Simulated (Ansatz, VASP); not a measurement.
Two plane-wave programs on AlP

Contents of INCAR:

```
SYSTEM = AlP
ALGO = Normal
EDIFF = 1E-6
ENCUT = 500
GGA = PS
GGA_COMPAT = .False.
ISIF = 2
ISMEAR = 0
ISPIN = 2
LASPH = .True.
LCHARG = .False.
LORBIT = 11
LREAL = .False.
LWAVE = .False.
MAGMOM = 2 3
NBANDS = 15
NELM = 200
PREC = Accurate
SIGMA = 0.02
```

The input KPOINTS:

```
k-points
0
Gamma
  8 8 8
  0 0 0
```

File POSCAR:

```
AlP
1.0
    0.0000000000      2.7059791586      2.7059791586
    2.7059791586      0.0000000000      2.7059791586
    2.7059791586      2.7059791586      0.0000000000
Al P
1 1
Direct
    0.0000000000      0.0000000000      0.0000000000
    0.7500000000      0.7500000000      0.7500000000
```

Input for Ansatz:

```yaml
crystal:
  lattice:
    - [0.0, 2.7059791586, 2.7059791586]
    - [2.7059791586, 0.0, 2.7059791586]
    - [2.7059791586, 2.7059791586, 0.0]
  atoms:
    - { symbol: Al, position: [0.0, 0.0, 0.0], spin: 2.0 }
    - { symbol: P, position: [0.75, 0.75, 0.75], spin: 3.0 }
basis:
  ecutwfc: 420
kpoints:
  mp_grid: { grid: [8, 8, 8] }
hamiltonian:
  xc: pbesol
scf:
  occupations: { method: gaussian, width: 0.02 }
  algorithm: density_mixing
output:
  forces: true
  eigenvalues: true
  stress: true
magnetization:
  spin_polarized: true
```

Alike in both runs: task single point; functional PBEsol; k mesh 8 × 8 × 8; occupations gaussian, width 0.02 eV; collinear spin.

|  | VASP | Ansatz |
| --- | --- | --- |
| version | VASP 6.6.1 | Ansatz 0.2.0 |
| potentials or method | VASP PAW PBE potentials, release 64 (Al, P), cutoff 500 eV | scalar-relativistic, plane waves, PAW |
| valence electrons in the cell | 8 | 8 |

|  | VASP | Ansatz | Ansatz less VASP |
| --- | --- | --- | --- |
| gap on the k mesh at the Fermi level (eV) | 1.38 | 1.39 | +0.003 |
| pressure (GPa) | 3.0 | 3.0 | -0.05 |
| net moment per atom (μB) | 0.00 | 0.00 | 0.000 |

VASP's potentials were made for PBE, not for PBEsol. Ansatz's warnings: seeded moment not kept.
